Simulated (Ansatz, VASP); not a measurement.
**LaTe4: VASP beside Ansatz**

```
La Te
1.0
    -3.65294    3.65294    3.65294
     3.65294   -3.65294    3.65294
     3.65294    3.65294   -3.65294
La Te
1 4
Direct
  0.00000 0.00000 0.00000
  0.50000 0.50000 0.50000
  0.00000 0.00000 0.50000
  0.00000 0.50000 0.00000
  0.50000 0.00000 0.00000
```

Alike in both runs: functional PBE; k mesh 8 × 8 × 8; occupations gaussian, width 0.1 eV; no spin polarisation.

Ansatz relaxed the structure, and its values are those at the end. VASP's run is a single point on that final structure, the one shown.

|  | VASP | Ansatz |
| --- | --- | --- |
| version | VASP 6.6.1 | Ansatz 0.2.0 |
| potentials or method | VASP PAW PBE potentials, release 64 (La, Te), cutoff 520 eV | scalar-relativistic, plane waves, PAW |
| valence electrons in the cell | 35 | 75 |

```csv
,VASP,Ansatz,Ansatz less VASP
gap on the k mesh at the Fermi level (eV),none,none,-
pressure (GPa),0.0,0.0,+0.06
```

A gap of «none» marks a metal or a gap that the smearing closes. With one functional, cell and mesh, what is left measures potentials, basis and numerics. VASP's potentials hold 35 valence electrons a cell and Ansatz's 75, so a difference there can come from the potentials and not from the codes.

Neither program's run includes spin-orbit coupling.
